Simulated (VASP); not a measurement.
# B (Pmmn) in VASP: a series of runs

Runs on B. Level: PBE. Tasks: single point.

All numbers are computed with VASP 6.6.1; they aren't measurements. Logs are shortened: lines on timing, memory, paths and dates and some standing lists are left out, and cuts for length are marked.

## Step 1: The cell of the first run

The structure is orthorhombic, space group Pmmn (No. 59). The conventional cell has a = 2.162 Å, b = 3.007 Å, c = 2.824 Å, α = 90.00°, β = 90.00°, γ = 90.00°. B (site symmetry mm2) has 6 B at 1.97 to 2.16 Å within 2.6 Å.

The cell was generated, and may not be a known phase.

## Step 2: Single point, PBE

Input file INCAR:

```
SYSTEM = B
  PREC = Accurate
  ENCUT = 520
  EDIFF = 1E-7
  ISMEAR = 0
  SIGMA = 0.1
  LREAL = .FALSE.
  LASPH = .TRUE.
  NELM = 100
  ALGO = Normal
  ISIF = 2
  LWAVE = .FALSE.
  LCHARG = .FALSE.
  GGA = PE
  NBANDS = 10
```

Input file KPOINTS:

```
Automatic mesh
0
G
  8 6 6
  0 0 0
```

Input file POSCAR:

```
B
1.0
    2.1623384700      0.0000000000      0.0000000000
    0.0000000000      3.0068145500      0.0000000000
    0.0000000000      0.0000000000      2.8239730000
B
2
Direct
    0.0000000000      0.0000000000      0.8788037000
    0.5000000000      0.5000000000      0.1211963000
```

Potentials or basis: VASP PAW PBE potentials, release 64 (B).

Run with:

```sh
> cat potpaw_PBE.64/B/POTCAR > POTCAR
> mpirun -np 1 vasp_std > vasp.out
```

OUTCAR:

```text
SYSTEM = B
   PREC = Accurate
   ENCUT = 520
   EDIFF = 1E-7
   ISMEAR = 0
   LREAL = .FALSE.
   LASPH = .TRUE.
   NELM = 100
   ISIF = 2
   GGA = PE

 ion  position               nearest neighbor table
   1  0.000  0.000  0.879-   2 1.97   2 1.97   2 1.97   2 1.97
   2  0.500  0.500  0.121-   1 1.97   1 1.97   1 1.97   1 1.97

  LATTYP: Found a simple orthorhombic cell.
 ALAT       =     2.1623384700
 B/A-ratio  =     1.3059810197
 C/A-ratio  =     1.3905383416

  Lattice vectors:

 A1 = (  -2.1623384700,   0.0000000000,   0.0000000000)
 A2 = (   0.0000000000,   0.0000000000,   2.8239730000)
 A3 = (   0.0000000000,   3.0068145500,   0.0000000000)

Analysis of symmetry for initial positions (statically):
=====================================================================
 Subroutine PRICEL returns:
 Original cell was already a primitive cell.

 Routine SETGRP: Setting up the symmetry group for a
 simple orthorhombic supercell.

 Subroutine GETGRP returns: Found  8 space group operations
 (whereof  4 operations were pure point group operations)
 out of a pool of  8 trial point group operations.

The static configuration has the point symmetry C_2v.
 The point group associated with its full space group is D_2h.

Analysis of symmetry for dynamics (positions and initial velocities):
=====================================================================
 Subroutine PRICEL returns:
 Original cell was already a primitive cell.

 Routine SETGRP: Setting up the symmetry group for a
 simple orthorhombic supercell.

 Subroutine GETGRP returns: Found  8 space group operations
 (whereof  4 operations were pure point group operations)
 out of a pool of  8 trial point group operations.

The dynamic configuration has the point symmetry C_2v.
 The point group associated with its full space group is D_2h.

 Subroutine INISYM returns: Found  8 space group operations
 (whereof  4 operations are pure point group operations),
 and found     1 'primitive' translations

----------------------------------------------------------------------------------------

                                     Primitive cell

  volume of cell :      18.3608

  direct lattice vectors                    reciprocal lattice vectors
     2.162338470  0.000000000  0.000000000     0.462462290  0.000000000  0.000000000
     0.000000000  3.006814550  0.000000000     0.000000000  0.332577877  0.000000000
     0.000000000  0.000000000  2.823973000     0.000000000  0.000000000  0.354111034

  length of vectors
     2.162338470  3.006814550  2.823973000     0.462462290  0.332577877  0.354111034

  position of ions in fractional coordinates (direct lattice)
     0.000000000  0.000000000  0.878803700
     0.500000000  0.500000000  0.121196300

  ion indices of the primitive-cell ions
   primitive index   ion index
                 1           1
                 2           2

----------------------------------------------------------------------------------------

 KPOINTS: Automatic mesh

Automatic generation of k-mesh.
 Grid dimensions read from file:
 generate k-points for:    8    6    6

 Generating k-lattice:

  Cartesian coordinates                     Fractional coordinates (reciprocal lattice)
     0.057807786  0.000000000  0.000000000     0.125000000  0.000000000  0.000000000
     0.000000000  0.055429646  0.000000000     0.000000000  0.166666667  0.000000000
     0.000000000  0.000000000  0.059018506     0.000000000  0.000000000  0.166666667

  Length of vectors
     0.057807786  0.055429646  0.059018506

  Shift w.r.t. Gamma in fractional coordinates (k-lattice)
     0.000000000  0.000000000  0.000000000

 Subroutine IBZKPT returns following result:
 ===========================================

 Found     80 irreducible k-points:

 Following reciprocal coordinates:
            Coordinates               Weight
  0.000000  0.000000  0.000000      1.000000
  0.125000  0.000000  0.000000      2.000000
  0.250000  0.000000  0.000000      2.000000
  0.375000  0.000000  0.000000      2.000000
  0.500000  0.000000  0.000000      1.000000
  0.000000  0.166667  0.000000      2.000000
[... 16 lines left out ...]
  0.250000  0.000000  0.166667      4.000000
  0.375000  0.000000  0.166667      4.000000
 [... further k-points ...]
   k-points           NKPTS =     80   k-points in BZ     NKDIM =     80   number of bands    NBANDS=     10
   number of dos      NEDOS =    301   number of ions     NIONS =      2
   total plane-waves  NPLWV =   9216
   dimension x,y,z NGX =    16 NGY =   24 NGZ =   24
   dimension x,y,z NGXF=    32 NGYF=   48 NGZF=   48
   ions per type =               2
   NGX,Y,Z   is equivalent  to a cutoff of  12.30, 13.27, 14.13 a.u.
   NGXF,Y,Z  is equivalent  to a cutoff of  24.60, 26.54, 28.26 a.u.
 SYSTEM =  B
   PREC   = accura    normal or accurate (medium, high low for compatibility)
   ISTART =      0    job   : 0-new  1-cont  2-samecut
   ICHARG =      2    charge: 1-file 2-atom 10-const
   ISPIN  =      1    spin polarized calculation?
   LNONCOLLINEAR =      F non collinear calculations
   LSORBIT =      F    spin-orbit coupling
   LASPH  =      T    aspherical Exc in radial PAW
   ENCUT  =  520.0 eV  38.22 Ry    6.18 a.u.   4.02  5.59  5.25*2*pi/ulx,y,z
   NELM   =    100;   NELMIN=  2; NELMDL= -5     # of ELM steps
   EDIFF  = 0.1E-06   stopping-criterion for ELM
   LREAL  =      F    real-space projection
   EDIFFG = 0.1E-05   stopping-criterion for IOM
   NSW    =      0    number of steps for IOM
   IBRION =     -1    ionic relax: 0-MD 1-quasi-New 2-CG
   NFREE  =      0    steps in history (QN), initial steepest desc. (CG)
   ISIF   =      2    stress and relaxation
   ISYM   =      2    0-nonsym 1-usesym 2-fastsym
   POTIM  = 0.5000    time-step for ionic-motion
   TEBEG  =    0.0;   TEEND  =   0.0 temperature during run
   PSTRESS=    0.0 pullay stress
   NELECT =       6.0000    total number of electrons
   NUPDOWN=      -1.0000    fix difference up-down
   EMIN   =  10.00;   EMAX   =-10.00  energy-range for DOS
   EFERMI =   0.00;   METHOD = LEGACY
   ISMEAR =     0;   SIGMA  =   0.10  broadening in eV -4-tet -1-fermi 0-gaus
   EFERMI_NEDOS =   21; number of points for ismear=-14 and -15
   IALGO  =     38    algorithm
   IMIX   =      4    mixing-type and parameters
     AMIX     =   0.40;   BMIX     =  1.00
     AMIX_MAG =   1.60;   BMIX_MAG =  1.00
  volume/ion in A,a.u.               =       9.18        61.95
  Fermi-wavevector in a.u.,A,eV,Ry     =   1.127617  2.130887 17.300082  1.271520
  Thomas-Fermi vector in A             =   2.264304
   LORBIT       =      0    0 simple, 1 ext, 2 COOP (PROOUT), +10 PAW based schemes
   GGA     = PE    functional components
   LHFCALC =     F    Hartree Fock is set to
   AEXX    =    0.0000 exact exchange contribution
   IVDW    =     0    specifies the selected vdW correction
   LEPSILON=     F    determine dielectric tensor
   LRPA    =     F    only Hartree local field effects (RPA)
 non-spin polarized calculation
 Gauss-broadening in eV      SIGMA  =   0.10
  energy-cutoff  :      520.00
  volume of cell :       18.36
 maximum number of plane-waves:       512
   NGX =  9   NGY = 11   NGZ = 11

 number of electron       6.0000000 magnetization

 Free energy of the ion-electron system (eV)
  ---------------------------------------------------
  ext. energy  EPLUGINS =         0.00000000
  ---------------------------------------------------
  free energy    TOTEN  =       -10.39702211 eV

  energy without entropy =      -10.39116287  energy(sigma->0) =      -10.39409249

 E-fermi :   5.1489     XC(G=0): -11.0259

 val. band max:        5.1383155452   @ k =   0.3750   0.5000   0.3333
 cond. band min:       5.1771439418   @ k =   0.3750   0.1667   0.3333
 fundamental gap:      0.0388283966
 Fermi energy:         5.1488991291

 k-point     1 :       0.0000    0.0000    0.0000
  band No.  band energies     occupation
      1      -9.2064      2.00000
      2       1.4840      2.00000
      3       5.5583      0.00000
      4       6.8942      0.00000
      5       8.4418      0.00000
      6      12.1062      0.00000
      7      17.5769      0.00000
      8      19.8018      0.00000
      9      22.7907      0.00000
     10      23.0304      0.00000

 k-point     2 :       0.1250    0.0000    0.0000
  band No.  band energies     occupation
      1      -8.8040      2.00000
      2       1.9440      2.00000
      3       5.7136      0.00000
      4       7.2659      0.00000
      5       8.5850      0.00000
      6       9.9985      0.00000
      7      17.1765      0.00000
      8      18.5605      0.00000
      9      23.2444      0.00000
     10      23.8184      0.00000

 k-point     3 :       0.2500    0.0000    0.0000
  band No.  band energies     occupation
      1      -7.6001      2.00000
      2       3.3137      2.00000
      3       4.3664      2.00000
      4       7.5005      0.00000
      5       8.2871      0.00000
      6      10.0382      0.00000
      7      15.3689      0.00000
      8      16.3452      0.00000
      9      23.0199      0.00000
     10      23.5467      0.00000

 k-point     4 :       0.3750    0.0000    0.0000
  band No.  band energies     occupation
      1      -5.6062      2.00000
      2       0.5946      2.00000
      3       5.5546      0.00000
      4       8.4315      0.00000
      5       9.4759      0.00000
      6      11.6295      0.00000
      7      12.0871      0.00000
      8      14.3966      0.00000
      9      20.9740      0.00000
     10      21.2799      0.00000
[... 222 lines left out ...]
 k-point    22 :       0.1250    0.0000    0.1667
  band No.  band energies     occupation
      1      -8.4191      2.00000
      2       2.2126      2.00000
      3       2.6355      2.00000
      4       7.8626      0.00000
      5      10.0017      0.00000
      6      10.9929      0.00000
      7      15.9146      0.00000
      8      18.3217      0.00000
      9      22.3036      0.00000
     10      25.7825      0.00000

 k-point    23 :       0.2500    0.0000    0.1667
  band No.  band energies     occupation
      1      -7.2239      2.00000
      2       3.3833      2.00000
      3       3.5761      2.00000
      4       5.6130      0.00000
      5       9.2075      0.00000
      6      11.6595      0.00000
      7      14.9577      0.00000
      8      15.9941      0.00000
      9      22.6944      0.00000
     10      23.9249      0.00000

 k-point    24 :       0.3750    0.0000    0.1667
  band No.  band energies     occupation
      1      -5.2473      2.00000
      2       0.8339      2.00000
      3       5.8021      0.00000
      4       6.0485      0.00000
      5       9.6018      0.00000
      6      12.1504      0.00000
      7      12.1668      0.00000
      8      14.3018      0.00000
      9      20.6376      0.00000
     10      23.0622      0.00000

 [... further k-points ...]

------------------------ aborting loop because EDIFF is reached ----------------------------------------

  FORCE on cell =-STRESS in cart. coord.  units (eV):
  Direction    XX          YY          ZZ          XY          YZ          ZX
  --------------------------------------------------------------------------------------
  -------------------------------------------------------------------------------------
  Total       -6.5923803     -3.3380522     -3.0733393      0.0000000      0.0000000      0.0000000
  in kB     -575.2570833   -291.2814604   -268.1823764      0.0000000      0.0000000      0.0000000
  external PRESSURE =    -378.2403067 kB  Pullay stress =       0.0000000 kB

 VOLUME and BASIS-vectors are now :
 -----------------------------------------------------------------------------
  energy-cutoff  :      520.00
  volume of cell :       18.36
      direct lattice vectors                 reciprocal lattice vectors
     2.162338470  0.000000000  0.000000000     0.462462290  0.000000000  0.000000000
     0.000000000  3.006814550  0.000000000     0.000000000  0.332577877  0.000000000
     0.000000000  0.000000000  2.823973000     0.000000000  0.000000000  0.354111034

 POSITION                                       TOTAL-FORCE (eV/Angst)
 -----------------------------------------------------------------------------------
      0.00000      0.00000      2.48172         0.000000      0.000000      1.553214
      1.08117      1.50341      0.34226         0.000000      0.000000     -1.553214
 -----------------------------------------------------------------------------------
    total drift:                                0.000000      0.000000      0.000000

  FREE ENERGIE OF THE ION-ELECTRON SYSTEM (eV)
  ---------------------------------------------------
  free  energy   TOTEN  =       -10.3970221067 eV

  energy  without entropy=      -10.3911628677  energy(sigma->0) =      -10.39409249
```

Run time: 12 s. Hardware: 1 thread of Intel Xeon 8259CL, shared host; peak memory 0.13 GiB.

Results:

- Free energy: -10.3970 eV
- Pressure: -37.8 GPa
- Largest force: 1.553 eV/Å
- Band gap on the k mesh: zero (bands 3 and 4 overlap by 7.77 eV)

Forces in eV/Å, atoms in the order of the input:
```
B    0.000  0.000  1.553
B    0.000  0.000 -1.553
```

Stress tensor (GPa, compression positive):
```
-57.53   0.00   0.00
  0.00 -29.13   0.00
  0.00   0.00 -26.82
```

Caveat: the k points lie up to 0.37 Å⁻¹ apart, too coarse for converged energies and pressures of a metal; forces of over 1 eV/Å act on the atoms, so gaps and moduli don't describe the material at rest.

## Step 3: Single point, PBE

This run uses another cell than the first one, of 9.14 Å³/atom.

Input file INCAR:

```
SYSTEM = B
PREC = Accurate ; ENCUT = 520
EDIFF = 1E-7 ; ISMEAR = 0
SIGMA = 0.1 ; LREAL = .FALSE.
LASPH = .TRUE. ; NELM = 60
ALGO = Normal ; ISIF = 2
LWAVE = .FALSE. ; LCHARG = .FALSE.
GGA = PE ; NBANDS = 10
```

Input file KPOINTS:

```
regular mesh
0
G
  34 20 12
  0 0 0
```

Input file POSCAR:

```
B
1.0
    1.6237862771      0.0000000000      0.0000000000
    0.0000000000      2.8646527180      0.0000000000
    0.0000000000      0.0000000000      3.9290936921
B
2
Direct
    0.0000000000      0.0000000000      0.8905036484
    0.5000000000      0.5000000000      0.1094963516
```

Potentials or basis: VASP PAW PBE potentials, release 64 (B).

Run with:

```sh
> cat potpaw_PBE.64/B/POTCAR > POTCAR
> mpirun -np 1 vasp_std > vasp.out
```

It took 3.2 min on 1 thread of Intel Xeon 8259CL, shared host; peak memory 0.3 GiB.

It converged, with:

| Quantity | Value |
| --- | --- |
| Free energy | -12.4584 eV |
| Pressure | 0.0 GPa |
| Band gap on the k mesh | zero (bands 3 and 4 overlap by 11.11 eV) |

Stress tensor (GPa, compression positive):
```
 0.06  0.00  0.00
 0.00  0.04  0.00
 0.00  0.00 -0.07
```

Levels at points of the mesh, in eV from the Fermi level:
```tsv
k point	band 1	band 2	band 3	band 4	band 5	band 6	band 7	band 8
(0.00, 0.00, 0.00)	-16.09	-5.88	-5.27	-2.40	2.99	8.24	11.41	16.26
(0.50, 0.00, 0.00)	-6.98	-6.98	6.54	6.54	7.48	7.48	10.68	10.68
(0.00, 0.50, 0.00)	-12.69	-12.69	-3.15	-3.15	5.10	5.10	15.46	15.46
(0.50, 0.50, 0.00)	-6.13	-6.13	3.45	3.45	8.57	8.57	8.80	8.80
(0.00, 0.00, 0.50)	-15.85	-8.08	-5.17	1.36	3.17	7.19	10.14	14.78
(0.50, 0.00, 0.50)	-6.91	-6.91	5.48	5.48	7.54	7.54	10.85	10.85
(0.00, 0.50, 0.50)	-12.49	-12.49	-4.48	-4.48	9.78	9.78	13.60	13.60
(0.50, 0.50, 0.50)	-6.07	-6.07	3.60	3.60	7.92	7.92	8.06	8.06
```

Caveat: this functional lacks dispersion, which binds layers or chains, so the pressure and a relaxed spacing across them are unreliable.

The gap in the log of VASP goes by the Fermi energy; the results here count the filled bands.